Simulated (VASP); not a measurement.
The system is Al2Cu.

```
Cu Al
1.0
     4.10518    0.00000    0.00000
     0.00000    4.10518    0.00000
     0.00000    0.00000    2.89131
Cu Al
1 2
Cartesian
  0.0000 0.0000 0.0000
  0.0000 2.0526 1.4457
  2.0526 0.0000 1.4457
```

- Program: VASP 6.6.1
- Task: relaxation of cell and atoms
- Functional: PBEsol
- Dispersion: D4
- Potentials or basis: VASP PAW PBE potentials, release 64 (Cu, Al)
- Cutoff: 600 eV
- k mesh: 7 × 7 × 9
- Occupations: fermi-dirac, width 0.05 eV
- Spin: no spin polarisation

At the start: pressure -4.2 GPa; volume 16.24 Å³/atom.

How do energy, volume and symmetry change on relaxing?

Over 6 steps the energy falls by 9.8 meV/atom and the volume is 15.55 Å³/atom (-4.2 %); space group P4/mmm (No. 123, to 0.05 Å).

The path:
| step | energy change (eV) | largest force (eV/Å) | pressure (GPa) | volume (Å³) |
| --- | --- | --- | --- | --- |
| 1 | 0.0000 | 0.0000 | -4.16 | 48.73 |
| 2 | -0.0242 | 0.0000 | 1.44 | 45.81 |
| 3 | -0.0289 | 0.0000 | 0.08 | 46.59 |
| 4 | -0.0289 | 0.0000 | 0.01 | 46.63 |
| 5 | -0.0292 | 0.0000 | -0.08 | 46.65 |
| 6 | -0.0293 | 0.0000 | -0.08 | 46.66 |

Final structure:
```
Cu Al
1.0
     4.05967    0.00000    0.00000
     0.00000    4.05967    0.00000
     0.00000    0.00000    2.83103
Cu Al
1 2
Cartesian
  0.0000 0.0000 0.0000
  0.0000 2.0298 1.4155
  2.0298 0.0000 1.4155
```

Caveat: the PAW data sets were made with another functional, which shifts forces and pressure a little; pairwise dispersion overbinds metals, which lowers pressure and volume.
